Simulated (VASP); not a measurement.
# BP (F-43m) in VASP: further runs

BP is run at these levels: PBE; tasks: single point.

All numbers are computed with VASP 6.6.1; they aren't measurements. Logs are shortened: lines on timing, memory, paths and dates and some standing lists are left out, and cuts for length are marked.

## 1. The cell of the first run

It takes space group F-43m (No. 216, cubic). The conventional cell has a = 4.414 Å, b = 4.414 Å, c = 4.414 Å, α = 90.00°, β = 90.00°, γ = 90.00°. B (site symmetry -43m) has 4 P at 1.91 Å within 2.5 Å. Within 2.5 Å of P (site symmetry -43m) lie 4 B at 1.91 Å.

## 2. Single point, PBE

File INCAR:

```
SYSTEM = BP
PREC     = Accurate       ! precision mode
ENCUT    = 500            ! plane-wave cutoff, eV
EDIFF    = 1E-6           ! SCF threshold, eV
ISMEAR   = 0              ! smearing method
SIGMA    = 0.01           ! smearing width, eV
LREAL    = .False.        ! projectors in reciprocal space
LASPH    = .True.         ! aspherical terms in the spheres
NELM     = 120            ! most SCF steps
ALGO     = Normal         ! electronic algorithm
ISIF     = 2              ! what is computed and relaxed
LWAVE    = .False.        ! write WAVECAR
LCHARG   = .False.        ! write CHGCAR
GGA      = PE             ! functional
NBANDS   = 11             ! bands
GGA_COMPAT= .False.
```

File KPOINTS:

```
Automatic mesh
0
Gamma
  4 4 4
  0 0 0
```

File POSCAR:

```
BP
1.0
    0.0000000000      2.2068040467      2.2068040467
    2.2068040467      0.0000000000      2.2068040467
    2.2068040467      2.2068040467      0.0000000000
B P
1 1
Direct
    0.0000000000      0.0000000000      0.0000000000
    0.2500000000      0.2500000000      0.2500000000
```

Potentials or basis: VASP PAW PBE potentials, release 64 (B, P).

Command:

```console
$ cat potpaw_PBE.64/B/POTCAR potpaw_PBE.64/P/POTCAR > POTCAR
$ mpirun -np 1 vasp_std > vasp.out
```

OUTCAR:

```text
SYSTEM = BP
   PREC = Accurate
   ENCUT = 500
   EDIFF = 1E-6
   ISMEAR = 0
   LREAL = .False.
   LASPH = .True.
   NELM = 120
   ISIF = 2
   GGA = PE

 ion  position               nearest neighbor table
   1  0.000  0.000  0.000-   2 1.91   2 1.91   2 1.91   2 1.91
   2  0.250  0.250  0.250-   1 1.91   1 1.91   1 1.91   1 1.91

  LATTYP: Found a face centered cubic cell.
 ALAT       =     4.4136080934

  Lattice vectors:

 A1 = (   0.0000000000,   2.2068040467,   2.2068040467)
 A2 = (   2.2068040467,   0.0000000000,   2.2068040467)
 A3 = (   2.2068040467,   2.2068040467,   0.0000000000)

Analysis of symmetry for initial positions (statically):
=====================================================================
 Subroutine PRICEL returns:
 Original cell was already a primitive cell.

 Routine SETGRP: Setting up the symmetry group for a
 face centered cubic supercell.

 Subroutine GETGRP returns: Found 24 space group operations
 (whereof 24 operations were pure point group operations)
 out of a pool of 48 trial point group operations.

The static configuration has the point symmetry T_d .

Analysis of symmetry for dynamics (positions and initial velocities):
=====================================================================
 Subroutine PRICEL returns:
 Original cell was already a primitive cell.

 Routine SETGRP: Setting up the symmetry group for a
 face centered cubic supercell.

 Subroutine GETGRP returns: Found 24 space group operations
 (whereof 24 operations were pure point group operations)
 out of a pool of 48 trial point group operations.

The dynamic configuration has the point symmetry T_d .

 Subroutine INISYM returns: Found 24 space group operations
 (whereof 24 operations are pure point group operations),
 and found     1 'primitive' translations

----------------------------------------------------------------------------------------

                                     Primitive cell

  volume of cell :      21.4942

  direct lattice vectors                    reciprocal lattice vectors
     0.000000000  2.206804047  2.206804047    -0.226571997  0.226571997  0.226571997
     2.206804047  0.000000000  2.206804047     0.226571997 -0.226571997  0.226571997
     2.206804047  2.206804047  0.000000000     0.226571997  0.226571997 -0.226571997

  length of vectors
     3.120892212  3.120892212  3.120892212     0.392434210  0.392434210  0.392434210

[... 70 lines left out ...]
   ISYM   =      2    0-nonsym 1-usesym 2-fastsym
   POTIM  = 0.5000    time-step for ionic-motion
   TEBEG  =    0.0;   TEEND  =   0.0 temperature during run
   PSTRESS=    0.0 pullay stress
   NELECT =       8.0000    total number of electrons
   NUPDOWN=      -1.0000    fix difference up-down
   EMIN   =  10.00;   EMAX   =-10.00  energy-range for DOS
   EFERMI =   0.00;   METHOD = LEGACY
   ISMEAR =     0;   SIGMA  =   0.01  broadening in eV -4-tet -1-fermi 0-gaus
   EFERMI_NEDOS =   21; number of points for ismear=-14 and -15
   IALGO  =     38    algorithm
   IMIX   =      4    mixing-type and parameters
     AMIX     =   0.40;   BMIX     =  1.00
     AMIX_MAG =   1.60;   BMIX_MAG =  1.00
  volume/ion in A,a.u.               =      10.75        72.53
  Fermi-wavevector in a.u.,A,eV,Ry     =   1.177600  2.225341 18.867761  1.386741
  Thomas-Fermi vector in A             =   2.313944
   LORBIT       =      0    0 simple, 1 ext, 2 COOP (PROOUT), +10 PAW based schemes
   GGA     = PE    functional components
   LHFCALC =     F    Hartree Fock is set to
   AEXX    =    0.0000 exact exchange contribution
   IVDW    =     0    specifies the selected vdW correction
   LEPSILON=     F    determine dielectric tensor
   LRPA    =     F    only Hartree local field effects (RPA)
 non-spin polarized calculation
 Gauss-broadening in eV      SIGMA  =   0.01
  energy-cutoff  :      500.00
  volume of cell :       21.49
 maximum number of plane-waves:       568
 NGX is ok and might be reduce to    24
   NGX = 11   NGY = 11   NGZ = 11

 number of electron       8.0000000 magnetization

 Free energy of the ion-electron system (eV)
  ---------------------------------------------------
  ext. energy  EPLUGINS =         0.00000000
  ---------------------------------------------------
  free energy    TOTEN  =       -12.64483131 eV

  energy without entropy =      -12.64483131  energy(sigma->0) =      -12.64483131

 E-fermi :   8.5362     XC(G=0): -11.2501

 val. band max:        8.4912739678   @ k =   0.0000   0.0000   0.0000
 cond. band min:       9.6249109749   @ k =   0.5000   0.5000   0.0000
 fundamental gap:      1.1336370071
 Fermi energy:         8.5361605839

 k-point     1 :       0.0000    0.0000    0.0000
  band No.  band energies     occupation
      1      -7.7491      2.00000
      2       8.4913      2.00000
      3       8.4913      2.00000
      4       8.4913      2.00000
      5      12.0081      0.00000
      6      12.0081      0.00000
      7      12.0081      0.00000
      8      17.1653      0.00000
      9      20.5863      0.00000
     10      20.8383      0.00000
     11      20.8383      0.00000
[... 85 lines left out ...]
 k-point     8 :      -0.2500    0.5000    0.2500
  band No.  band energies     occupation
      1      -2.0914      2.00000
      2       0.0789      2.00000
      3       2.3056      2.00000
      4       2.5094      2.00000
      5      13.7956      0.00000
      6      15.4359      0.00000
      7      16.2465      0.00000
      8      16.4236      0.00000
      9      21.9966      0.00000
     10      25.4919      0.00000
     11      26.0302      0.00000

------------------------ aborting loop because EDIFF is reached ----------------------------------------

  FORCE on cell =-STRESS in cart. coord.  units (eV):
  Direction    XX          YY          ZZ          XY          YZ          ZX
  --------------------------------------------------------------------------------------
  -------------------------------------------------------------------------------------
  Total        2.4664411      2.4664411      2.4664411     -0.0000000     -0.0000000     -0.0000000
  in kB      183.8484727    183.8484727    183.8484727     -0.0000000     -0.0000000     -0.0000000
  external PRESSURE =     183.8484727 kB  Pullay stress =       0.0000000 kB

 VOLUME and BASIS-vectors are now :
 -----------------------------------------------------------------------------
  energy-cutoff  :      500.00
  volume of cell :       21.49
      direct lattice vectors                 reciprocal lattice vectors
     0.000000000  2.206804047  2.206804047    -0.226571997  0.226571997  0.226571997
     2.206804047  0.000000000  2.206804047     0.226571997 -0.226571997  0.226571997
     2.206804047  2.206804047  0.000000000     0.226571997  0.226571997 -0.226571997

 POSITION                                       TOTAL-FORCE (eV/Angst)
 -----------------------------------------------------------------------------------
      0.00000      0.00000      0.00000         0.000000     -0.000000     -0.000000
      1.10340      1.10340      1.10340        -0.000000      0.000000      0.000000
 -----------------------------------------------------------------------------------
    total drift:                                0.000000      0.000000      0.000000

  FREE ENERGIE OF THE ION-ELECTRON SYSTEM (eV)
  ---------------------------------------------------
  free  energy   TOTEN  =       -12.6448313150 eV

  energy  without entropy=      -12.6448313150  energy(sigma->0) =      -12.64483131
```

OSZICAR:

```text
N       E                     dE             d eps       ncg     rms          rms(c)
DAV:   1     0.851328626762E+01    0.85133E+01   -0.39632E+03   176   0.628E+02
DAV:   2    -0.131263821860E+02   -0.21640E+02   -0.20674E+02   216   0.112E+02
DAV:   3    -0.135898328972E+02   -0.46345E+00   -0.46245E+00   223   0.143E+01
DAV:   4    -0.135912732611E+02   -0.14404E-02   -0.14403E-02   200   0.924E-01
DAV:   5    -0.135912799853E+02   -0.67241E-05   -0.67240E-05   231   0.634E-02    0.818E+00
DAV:   6    -0.127811953982E+02    0.81008E+00   -0.16994E+00   200   0.594E+00    0.435E+00
DAV:   7    -0.126535594047E+02    0.12764E+00   -0.33151E-01   211   0.290E+00    0.147E+00
DAV:   8    -0.126442348259E+02    0.93246E-02   -0.34392E-02   205   0.108E+00    0.231E-01
DAV:   9    -0.126445747583E+02   -0.33993E-03   -0.70513E-04   200   0.183E-01    0.173E-01
DAV:  10    -0.126448159582E+02   -0.24120E-03   -0.27535E-04   191   0.106E-01    0.313E-02
DAV:  11    -0.126448304837E+02   -0.14525E-04   -0.20465E-05   211   0.275E-02    0.470E-02
DAV:  12    -0.126448316128E+02   -0.11291E-05   -0.75774E-06   188   0.134E-02    0.321E-02
DAV:  13    -0.126448313150E+02    0.29783E-06   -0.33678E-07   115   0.334E-03
   1 F= -.12644831E+02 E0= -.12644831E+02  d E =-.470023E-12
```

stdout:

```text
POSCAR found type information on POSCAR B P
 POSCAR found :  2 types and       2 ions
 scaLAPACK will be used
 LDA part: xc-table for (Slater+PW92), standard interpolation
 POSCAR, INCAR and KPOINTS ok, starting setup
 FFT: planning ... GRIDC
 FFT: planning ... GRID_SOFT
 FFT: planning ... GRID
 WAVECAR not read
 entering main loop
```

Wall time 3.2 s (1 thread of AMD EPYC 7R13 (Zen 3), shared host); peak memory 0.1 GiB.

Results:

```
Free energy            : -12.6448 eV
Pressure               : 18.4 GPa
Band gap on the k mesh : 1.13 eV, indirect (least direct gap 3.52 eV)
```

Caveat: the k points lie up to 0.62 Å⁻¹ apart. A k mesh can miss the band edges.

## 3. Single point, PBE

This run uses another cell than the first one, of 12.15 Å³/atom, 1.130 times its volume.

File INCAR:

```
SYSTEM = BP
PREC = Accurate
ENCUT = 500
EDIFF = 1E-6
ISMEAR = 0
SIGMA = 0.01
LREAL = .False.
LASPH = .True.
NELM = 120
ALGO = Normal
ISIF = 2
LWAVE = .False.
LCHARG = .False.
GGA = PE
NBANDS = 11
GGA_COMPAT = .False.
```

File KPOINTS:

```
regular mesh
0
Gamma
  4 4 4
  0 0 0
```

File POSCAR:

```
BP
1.0
    0.0000000000      2.2988586873      2.2988586873
    2.2988586873      0.0000000000      2.2988586873
    2.2988586873      2.2988586873      0.0000000000
B P
1 1
Direct
    0.0000000000      0.0000000000      0.0000000000
    0.2500000000      0.2500000000      0.2500000000
```

Potentials or basis: VASP PAW PBE potentials, release 64 (B, P).

Command:

```console
$ cat potpaw_PBE.64/B/POTCAR potpaw_PBE.64/P/POTCAR > POTCAR
$ mpirun -np 1 vasp_std > vasp.out
```

Wall time 3.4 s (1 thread of AMD EPYC 7R13 (Zen 3), shared host); peak memory 0.1 GiB.

Results (log left out):

* Free energy: -12.7522 eV
* Pressure: -4.1 GPa
* Band gap on the k mesh: 1.39 eV, indirect (least direct gap 3.33 eV)

Levels at points of the mesh, in eV from the valence-band top:
```
           k point  band 2  band 3  band 4  band 5  band 6  band 7
(0.00, 0.00, 0.00)    0.00    0.00    0.00    3.33    3.33    3.33
(0.50, 0.00, 0.00)   -8.77   -1.71   -1.71    3.54    4.67    4.67
(0.50, 0.50, 0.00)   -8.39   -3.98   -3.98    1.39    1.68   11.75
```

Caveat: the k points lie up to 0.59 Å⁻¹ apart. A k mesh can miss the band edges.
